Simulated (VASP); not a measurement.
# Hf (Im-3m) in VASP: a series of runs

The runs below take Hf through single point, with PBEsol, LDA, PBE.

Program: VASP 6.6.1. These are calculated values, not measurements. Logs are shortened: lines on timing, memory, paths and dates and some standing lists are left out, and cuts for length are marked.

**1. The cell of the first run**

It takes space group Im-3m (No. 229, cubic). Conventional cell: a = 3.535 Å, b = 3.535 Å, c = 3.535 Å, α = 90.00°, β = 90.00°, γ = 90.00°. Within 4.0 Å of Hf (site symmetry m-3m) lie 14 Hf at 3.06 to 3.53 Å.

**2. Single point, PBEsol**

Input file INCAR:

```
SYSTEM = Hf
  PREC = Accurate
  ENCUT = 520
  EDIFF = 1E-7
  ISMEAR = -1
  SIGMA = 0.05
  LREAL = .FALSE.
  LASPH = .TRUE.
  NELM = 100
  ALGO = Normal
  ISIF = 2
  LWAVE = .FALSE.
  LCHARG = .TRUE.
  GGA = PS
  LELF = .TRUE.
  LVHAR = .TRUE.
  NBANDS = 11
```

Input file KPOINTS:

```
Automatic mesh
0
G
  14 14 14
  0 0 0
```

Input file POSCAR:

```
Hf
1.0
   -1.7674920948      1.7674920948      1.7674920948
    1.7674920948     -1.7674920948      1.7674920948
    1.7674920948      1.7674920948     -1.7674920948
Hf
1
Direct
    0.0000000000      0.0000000000      0.0000000000
```

Potentials or basis: VASP PAW PBE potentials, release 64 (Hf_pv).

The run is started by

```sh
cat potpaw_PBE.64/Hf_pv/POTCAR > POTCAR
mpirun -np 1 vasp_std > vasp.out
```

OUTCAR:

```text
SYSTEM = Hf
   PREC = Accurate
   ENCUT = 520
   EDIFF = 1E-7
   ISMEAR = -1
   LREAL = .FALSE.
   LASPH = .TRUE.
   NELM = 100
   ISIF = 2
   GGA = PS

 ion  position               nearest neighbor table
   1  0.000  0.000  0.000-

  LATTYP: Found a body centered cubic cell.
 ALAT       =     3.5349841896

  Lattice vectors:

 A1 = (  -1.7674920948,   1.7674920948,   1.7674920948)
 A2 = (   1.7674920948,  -1.7674920948,   1.7674920948)
 A3 = (   1.7674920948,   1.7674920948,  -1.7674920948)

Analysis of symmetry for initial positions (statically):
=====================================================================
 Subroutine PRICEL returns:
 Original cell was already a primitive cell.

 Routine SETGRP: Setting up the symmetry group for a
 body centered cubic supercell.

 Subroutine GETGRP returns: Found 48 space group operations
 (whereof 48 operations were pure point group operations)
 out of a pool of 48 trial point group operations.

The static configuration has the point symmetry O_h .

Analysis of symmetry for dynamics (positions and initial velocities):
=====================================================================
 Subroutine PRICEL returns:
 Original cell was already a primitive cell.

 Routine SETGRP: Setting up the symmetry group for a
 body centered cubic supercell.

 Subroutine GETGRP returns: Found 48 space group operations
 (whereof 48 operations were pure point group operations)
 out of a pool of 48 trial point group operations.

The dynamic configuration has the point symmetry O_h .

 Subroutine INISYM returns: Found 48 space group operations
 (whereof 48 operations are pure point group operations),
 and found     1 'primitive' translations

----------------------------------------------------------------------------------------

                                     Primitive cell

  volume of cell :      22.0868

  direct lattice vectors                    reciprocal lattice vectors
    -1.767492095  1.767492095  1.767492095     0.000000000  0.282886697  0.282886697
     1.767492095 -1.767492095  1.767492095     0.282886697  0.000000000  0.282886697
     1.767492095  1.767492095 -1.767492095     0.282886697  0.282886697  0.000000000

  length of vectors
     3.061386110  3.061386110  3.061386110     0.400062203  0.400062203  0.400062203

  position of ions in fractional coordinates (direct lattice)
     0.000000000  0.000000000  0.000000000

  ion indices of the primitive-cell ions
   primitive index   ion index
                 1           1

----------------------------------------------------------------------------------------

 KPOINTS: Automatic mesh

Automatic generation of k-mesh.
 Grid dimensions read from file:
 generate k-points for:   14   14   14

 Generating k-lattice:

  Cartesian coordinates                     Fractional coordinates (reciprocal lattice)
     0.000000000  0.020206193  0.020206193     0.071428571  0.000000000  0.000000000
     0.020206193  0.000000000  0.020206193     0.000000000  0.071428571  0.000000000
     0.020206193  0.020206193  0.000000000     0.000000000  0.000000000  0.071428571

  Length of vectors
     0.028575872  0.028575872  0.028575872

  Shift w.r.t. Gamma in fractional coordinates (k-lattice)
     0.000000000  0.000000000  0.000000000

 Subroutine IBZKPT returns following result:
 ===========================================

 Found    104 irreducible k-points:

 Following reciprocal coordinates:
            Coordinates               Weight
  0.000000  0.000000  0.000000      1.000000
  0.071429  0.000000  0.000000     12.000000
  0.142857  0.000000  0.000000     12.000000
  0.214286  0.000000  0.000000     12.000000
  0.285714  0.000000  0.000000     12.000000
  0.357143  0.000000  0.000000     12.000000
[... 16 lines left out ...]
  0.285714  0.285714  0.000000     24.000000
  0.357143  0.285714  0.000000     24.000000
 [... further k-points ...]
   k-points           NKPTS =    104   k-points in BZ     NKDIM =    104   number of bands    NBANDS=     11
   number of dos      NEDOS =    301   number of ions     NIONS =      1
   total plane-waves  NPLWV =  13824
   dimension x,y,z NGX =    24 NGY =   24 NGZ =   24
   dimension x,y,z NGXF=    48 NGYF=   48 NGZF=   48
   ions per type =               1
   NGX,Y,Z   is equivalent  to a cutoff of  13.03, 13.03, 13.03 a.u.
   NGXF,Y,Z  is equivalent  to a cutoff of  26.07, 26.07, 26.07 a.u.
 SYSTEM =  Hf
   PREC   = accura    normal or accurate (medium, high low for compatibility)
   ISTART =      0    job   : 0-new  1-cont  2-samecut
   ICHARG =      2    charge: 1-file 2-atom 10-const
   ISPIN  =      1    spin polarized calculation?
   LNONCOLLINEAR =      F non collinear calculations
   LSORBIT =      F    spin-orbit coupling
   LASPH  =      T    aspherical Exc in radial PAW
   ENCUT  =  520.0 eV  38.22 Ry    6.18 a.u.   5.69  5.69  5.69*2*pi/ulx,y,z
   NELM   =    100;   NELMIN=  2; NELMDL= -5     # of ELM steps
   EDIFF  = 0.1E-06   stopping-criterion for ELM
   LREAL  =      F    real-space projection
   EDIFFG = 0.1E-05   stopping-criterion for IOM
   NSW    =      0    number of steps for IOM
   IBRION =     -1    ionic relax: 0-MD 1-quasi-New 2-CG
   NFREE  =      0    steps in history (QN), initial steepest desc. (CG)
   ISIF   =      2    stress and relaxation
   ISYM   =      2    0-nonsym 1-usesym 2-fastsym
   POTIM  = 0.5000    time-step for ionic-motion
   TEBEG  =    0.0;   TEEND  =   0.0 temperature during run
   PSTRESS=    0.0 pullay stress
   NELECT =      10.0000    total number of electrons
   NUPDOWN=      -1.0000    fix difference up-down
   EMIN   =  10.00;   EMAX   =-10.00  energy-range for DOS
   EFERMI =   0.00;   METHOD = LEGACY
   ISMEAR =    -1;   SIGMA  =   0.05  broadening in eV -4-tet -1-fermi 0-gaus
   EFERMI_NEDOS =   21; number of points for ismear=-14 and -15
   IALGO  =     38    algorithm
   IMIX   =      4    mixing-type and parameters
     AMIX     =   0.40;   BMIX     =  1.00
     AMIX_MAG =   1.60;   BMIX_MAG =  1.00
  volume/ion in A,a.u.               =      22.09       149.05
  Fermi-wavevector in a.u.,A,eV,Ry     =   1.257083  2.375543 21.500718  1.580258
  Thomas-Fermi vector in A             =   2.390760
   LORBIT       =      0    0 simple, 1 ext, 2 COOP (PROOUT), +10 PAW based schemes
   GGA     = PS    functional components
   LHFCALC =     F    Hartree Fock is set to
   AEXX    =    0.0000 exact exchange contribution
   IVDW    =     0    specifies the selected vdW correction
   LEPSILON=     F    determine dielectric tensor
   LRPA    =     F    only Hartree local field effects (RPA)
 non-spin polarized calculation
  energy-cutoff  :      520.00
  volume of cell :       22.09
 maximum number of plane-waves:       610
   NGX = 11   NGY = 11   NGZ = 11

 number of electron      10.0000000 magnetization

 Free energy of the ion-electron system (eV)
  ---------------------------------------------------
  ext. energy  EPLUGINS =         0.00000000
  ---------------------------------------------------
  free energy    TOTEN  =       -10.33074787 eV

  energy without entropy =      -10.31452307  energy(sigma->0) =      -10.32263547

 E-fermi :   4.4806     XC(G=0): -11.4492

 val. band max:        4.4645103439   @ k =  -0.3571   0.3571   0.0714
 cond. band min:       4.5003601108   @ k =   0.1429   0.1429   0.0714
 fundamental gap:      0.0358497670
 Fermi energy:         4.4805616782

 k-point     1 :       0.0000    0.0000    0.0000
  band No.  band energies     occupation
      1     -25.2279      2.00000
      2     -25.2279      2.00000
      3     -25.2279      2.00000
      4      -2.5829      2.00000
      5       6.0223      0.00000
      6       6.0223      0.00000
      7       6.0223      0.00000
      8       8.8539      0.00000
      9       8.8539      0.00000
     10      17.8425      0.00000
     11      17.8840      0.00000

 k-point     2 :       0.0714    0.0000    0.0000
  band No.  band energies     occupation
      1     -25.2737      2.00000
      2     -25.2421      2.00000
      3     -25.2281      2.00000
      4      -2.3909      2.00000
      5       5.8871      0.00000
      6       5.9694      0.00000
      7       6.2116      0.00000
      8       8.6371      0.00000
      9       8.8515      0.00000
     10      17.7965      0.00000
     11      18.0678      0.00000

 k-point     3 :       0.1429    0.0000    0.0000
  band No.  band energies     occupation
      1     -25.4000      2.00000
      2     -25.2817      2.00000
      3     -25.2287      2.00000
      4      -1.8421      2.00000
      5       5.5356      0.00000
      6       5.7329      0.00000
      7       6.7712      0.00000
      8       8.3002      0.00000
      9       8.8645      0.00000
     10      17.7947      0.00000
     11      18.4546      0.00000

 k-point     4 :       0.2143    0.0000    0.0000
  band No.  band energies     occupation
      1     -25.5776      2.00000
      2     -25.3383      2.00000
      3     -25.2295      2.00000
      4      -1.0233      2.00000
      5       5.0842      0.00001
      6       5.2784      0.00000
      7       7.6749      0.00000
      8       8.2528      0.00000
      9       8.9362      0.00000
     10      17.7900      0.00000
     11      18.4062      0.00000
[... 239 lines left out ...]
 k-point    22 :       0.3571    0.2143    0.0000
  band No.  band energies     occupation
      1     -25.9666      2.00000
      2     -25.6396      2.00000
      3     -25.3195      2.00000
      4       2.2051      2.00000
      5       3.9352      1.99996
      6       4.5719      0.27746
      7       8.5985      0.00000
      8       9.7058      0.00000
      9      13.0965      0.00000
     10      13.4494      0.00000
     11      16.7970      0.00000

 k-point    23 :       0.2857    0.2857    0.0000
  band No.  band energies     occupation
      1     -25.9196      2.00000
      2     -25.6907      2.00000
      3     -25.3304      2.00000
      4       2.5704      2.00000
      5       3.7609      2.00000
      6       4.3679      1.80975
      7       8.8248      0.00000
      8       9.4492      0.00000
      9      12.8472      0.00000
     10      13.7228      0.00000
     11      16.8828      0.00000

 k-point    24 :       0.3571    0.2857    0.0000
  band No.  band energies     occupation
      1     -25.8865      2.00000
      2     -25.7548      2.00000
      3     -25.3349      2.00000
      4       2.7932      2.00000
      5       3.8790      1.99999
      6       4.1798      1.99513
      7       9.0058      0.00000
      8       9.5182      0.00000
      9      12.1194      0.00000
     10      14.6437      0.00000
     11      16.0738      0.00000

 [... further k-points ...]
[... 5 lines left out ...]
  --------------------------------------------------------------------------------------
  -------------------------------------------------------------------------------------
  Total       -0.5640189     -0.5640189     -0.5640189     -0.0000000     -0.0000000      0.0000000
  in kB      -40.9139867    -40.9139867    -40.9139867     -0.0000000     -0.0000000      0.0000000
  external PRESSURE =     -40.9139867 kB  Pullay stress =       0.0000000 kB

 VOLUME and BASIS-vectors are now :
 -----------------------------------------------------------------------------
  energy-cutoff  :      520.00
  volume of cell :       22.09
      direct lattice vectors                 reciprocal lattice vectors
    -1.767492095  1.767492095  1.767492095     0.000000000  0.282886697  0.282886697
     1.767492095 -1.767492095  1.767492095     0.282886697  0.000000000  0.282886697
     1.767492095  1.767492095 -1.767492095     0.282886697  0.282886697  0.000000000

 POSITION                                       TOTAL-FORCE (eV/Angst)
 -----------------------------------------------------------------------------------
      0.00000      0.00000      0.00000         0.000000      0.000000      0.000000
 -----------------------------------------------------------------------------------
    total drift:                                0.000000      0.000000      0.000000

  FREE ENERGIE OF THE ION-ELECTRON SYSTEM (eV)
  ---------------------------------------------------
  free  energy   TOTEN  =       -10.3307478708 eV

  energy  without entropy=      -10.3145230722  energy(sigma->0) =      -10.32263547
```

Run time: 9.3 s. Hardware: 1 thread of Intel Xeon 6975P-C (Granite Rapids), shared host; peak memory 0.15 GiB.

Results:

```yaml
Free_energy: -10.3307 eV
Pressure: -4.1 GPa
Band_gap_on_the_k_mesh: zero (band 5 reaches 6.02 eV, above the bottom of band 6 at 3.74 eV)
```

Levels at points of the mesh, in eV from the Fermi level:
```csv
k point,band 1,band 2,band 3,band 4,band 5,band 6,band 7,band 8,band 9,band 10
"(0.00, 0.00, 0.00)",-29.71,-29.71,-29.71,-7.06,1.54,1.54,1.54,4.37,4.37,13.36
"(0.50, 0.00, 0.00)",-30.57,-29.99,-29.71,-3.40,-0.51,1.16,4.20,5.22,7.75,10.36
"(0.50, 0.50, 0.50)",-30.31,-30.31,-30.31,-2.60,-2.60,6.90,6.90,6.90,7.35,7.35
```

Caveat: the PAW data sets were made with another functional, which shifts forces and pressure a little; spin-orbit coupling is left out, which moves the levels of the heavy elements.

**3. Single point, LDA**

Input file INCAR:

```
PREC = Accurate ; ENCUT = 520
EDIFF = 1E-6 ; ISMEAR = -1
SIGMA = 0.05 ; LREAL = F
LASPH = T ; NELM = 60
ALGO = Normal ; ISIF = 2
LWAVE = F ; LCHARG = T
GGA = CA ; LELF = T
LVHAR = T ; NBANDS = 11
```

Input file KPOINTS:

```
regular mesh
0
Gamma
  14 14 14
```

POSCAR is that of step 2.

Potentials or basis: VASP PAW LDA potentials, release 64 (Hf_pv).

The run is started by

```sh
cat potpaw_LDA.64/Hf_pv/POTCAR > POTCAR
mpirun -np 1 vasp_std > vasp.out
```

Wall time 7.8 s (1 thread of Intel Xeon 6975P-C (Granite Rapids), shared host); peak memory 0.14 GiB.

Results (log left out):

```
Free energy            : -10.5141 eV
Pressure               : -7.9 GPa
Band gap on the k mesh : zero (band 5 reaches 5.99 eV, above the bottom of band 6 at 3.78 eV)
```

Levels at points of the mesh, in eV from the Fermi level:
| k point | band 2 | band 3 | band 4 | band 5 | band 6 | band 7 | band 8 | band 9 |
| --- | --- | --- | --- | --- | --- | --- | --- | --- |
| (0.00, 0.00, 0.00) | -29.60 | -29.60 | -6.99 | 1.47 | 1.47 | 1.47 | 4.30 | 4.30 |
| (0.50, 0.00, 0.00) | -29.88 | -29.60 | -3.39 | -0.55 | 1.28 | 4.13 | 5.13 | 7.67 |
| (0.50, 0.50, 0.50) | -30.21 | -30.21 | -2.61 | -2.61 | 6.82 | 6.82 | 6.82 | 7.43 |

Caveat: spin-orbit coupling is left out, which moves the levels of the heavy elements.

**4. Single point, LDA**

Input file INCAR:

```
SYSTEM = Hf
PREC = Accurate ; ENCUT = 520
EDIFF = 1E-7 ; ISMEAR = -1
SIGMA = 0.05 ; LREAL = .FALSE.
LASPH = .TRUE. ; NELM = 60
ALGO = Normal ; ISIF = 2
LWAVE = .FALSE. ; LCHARG = .FALSE.
GGA = CA ; NBANDS = 11
```

Input file KPOINTS:

```
regular mesh
0
G
  14 14 14
  0 0 0
```

POSCAR is that of step 3.

The run is started by

```sh
cat potpaw_LDA.64/Hf_pv/POTCAR > POTCAR
mpirun -np 1 vasp_std > vasp.out
```

It took 8.5 s on 1 thread of Intel Xeon 6975P-C (Granite Rapids), shared host; peak memory 0.14 GiB.

The run converged. Its results:

| Item | Value |
| --- | --- |
| Free energy | -10.5141 eV |
| Pressure | -7.9 GPa |
| Band gap on the k mesh | zero (band 5 reaches 5.99 eV, above the bottom of band 6 at 3.78 eV) |

Levels at points of the mesh, in eV from the Fermi level:
| k point | band 1 | band 2 | band 3 | band 4 | band 5 | band 6 | band 7 | band 8 | band 9 | band 10 |
| --- | --- | --- | --- | --- | --- | --- | --- | --- | --- | --- |
| (0.00, 0.00, 0.00) | -29.60 | -29.60 | -29.60 | -6.99 | 1.47 | 1.47 | 1.47 | 4.30 | 4.30 | 12.39 |
| (0.50, 0.00, 0.00) | -30.47 | -29.88 | -29.60 | -3.39 | -0.55 | 1.28 | 4.13 | 5.13 | 7.67 | 10.31 |
| (0.50, 0.50, 0.50) | -30.21 | -30.21 | -30.21 | -2.61 | -2.61 | 6.82 | 6.82 | 6.82 | 7.43 | 7.43 |

Caveat: spin-orbit coupling is left out, which moves the levels of the heavy elements.

**5. Single point, PBE (functional pbe, volume scaled by 1.04)**

Input file INCAR:

```
PREC = Accurate ; ENCUT = 520
EDIFF = 1E-7 ; ISMEAR = -1
SIGMA = 0.05 ; LREAL = False
LASPH = True ; NELM = 80
ALGO = Normal ; ISIF = 2
LWAVE = False ; LCHARG = False
GGA = PE ; NBANDS = 11
```

Input file KPOINTS:

```
regular mesh
0
Gamma
  14 14 14
```

Input file POSCAR:

```
Hf
1.0
   -1.7907512370      1.7907512370      1.7907512370
    1.7907512370     -1.7907512370      1.7907512370
    1.7907512370      1.7907512370     -1.7907512370
Hf
1
Direct
    0.0000000000      0.0000000000      0.0000000000
```

Potentials or basis: VASP PAW PBE potentials, release 64 (Hf_pv).

The run is started by

```sh
cat potpaw_PBE.64/Hf_pv/POTCAR > POTCAR
mpirun -np 1 vasp_std > vasp.out
```

Wall time 8.6 s (1 thread of Intel Xeon 6975P-C (Granite Rapids), shared host); peak memory 0.15 GiB.

It converged, with:

```yaml
Free_energy: -9.7436 eV
Pressure: -3.2 GPa
Band_gap_on_the_k_mesh: zero (band 5 reaches 5.91 eV, above the bottom of band 6 at 3.66 eV)
```

Levels at points of the mesh, in eV from the Fermi level:
```
           k point  band 3  band 4  band 5  band 6  band 7  band 8
(0.00, 0.00, 0.00)  -29.93   -6.94    1.52    1.52    1.52    4.22
(0.50, 0.00, 0.00)  -29.93   -3.28   -0.44    0.98    4.04    5.01
(0.50, 0.50, 0.50)  -30.45   -2.45   -2.45    6.59    6.59    6.59
```

Caveat: spin-orbit coupling is left out, which moves the levels of the heavy elements.

**6. Single point, LDA (volume scaled by 0.95)**

Input file INCAR:

```
SYSTEM = Hf
PREC = Accurate
ENCUT = 520
EDIFF = 1E-6
ISMEAR = -1
SIGMA = 0.05
LREAL = .FALSE.
LASPH = .TRUE.
NELM = 60
ALGO = Normal
ISIF = 2
LWAVE = .FALSE.
LCHARG = .TRUE.
LELF = .TRUE.
LVHAR = .TRUE.
NBANDS = 11
```

Input file KPOINTS:

```
regular mesh
0
G
  14 14 14
  0 0 0
```

Input file POSCAR:

```
Hf
1.0
   -1.7375288132      1.7375288132      1.7375288132
    1.7375288132     -1.7375288132      1.7375288132
    1.7375288132      1.7375288132     -1.7375288132
Hf
1
Direct
    0.0000000000      0.0000000000      0.0000000000
```

Potentials or basis: VASP PAW LDA potentials, release 64 (Hf_pv).

The run is started by

```sh
cat potpaw_LDA.64/Hf_pv/POTCAR > POTCAR
mpirun -np 1 vasp_std > vasp.out
```

Wall time 22 s (1 thread of Intel Xeon 8259CL, shared host); peak memory 0.15 GiB.

The run converged. Its results:

```
Free energy            : -10.5517 eV
Pressure               : -2.9 GPa
Band gap on the k mesh : zero (band 5 reaches 6.39 eV, above the bottom of band 6 at 4.13 eV)
```

Levels at points of the mesh, in eV from the Fermi level:
```
           k point  band 1  band 2  band 3  band 4  band 5  band 6  band 7  band 8  band 9  band 10
(0.00, 0.00, 0.00)  -29.40  -29.40  -29.40   -7.15    1.51    1.51    1.51    4.49    4.49    12.57
(0.50, 0.00, 0.00)  -30.44  -29.74  -29.41   -3.55   -0.65    1.50    4.35    5.41    8.14    10.90
(0.50, 0.50, 0.50)  -30.12  -30.12  -30.12   -2.84   -2.84    7.22    7.22    7.22    7.87     7.87
```

Caveat: spin-orbit coupling is left out, which moves the levels of the heavy elements.

**7. Overview**

```tsv
level	potentials or basis	cell	gap on the mesh (eV)	pressure (GPa)
PBEsol	VASP PAW PBE potentials, release 64 (Hf_pv)	a = 3.061 Å, angles 109.5°, 1 atom	none	-4.1
LDA	VASP PAW LDA potentials, release 64 (Hf_pv)	a = 3.061 Å, angles 109.5°, 1 atom	none	-7.9
PBE	VASP PAW PBE potentials, release 64 (Hf_pv)	a = 3.102 Å, angles 109.5°, 1 atom	none	-3.2
LDA	VASP PAW LDA potentials, release 64 (Hf_pv)	a = 3.009 Å, angles 109.5°, 1 atom	none	-2.9
```

Alike in all rows: task single point; no spin polarisation; k mesh 14 × 14 × 14; cutoff (eV) 520; smearing fermi-dirac 0.05 eV.

Caveats: spin-orbit coupling is left out, which moves the levels of the heavy elements; the PAW data sets were made with another functional, which shifts forces and pressure a little (some runs).

Total energies depend on the potentials used, so only differences within one code and one set of settings carry meaning.
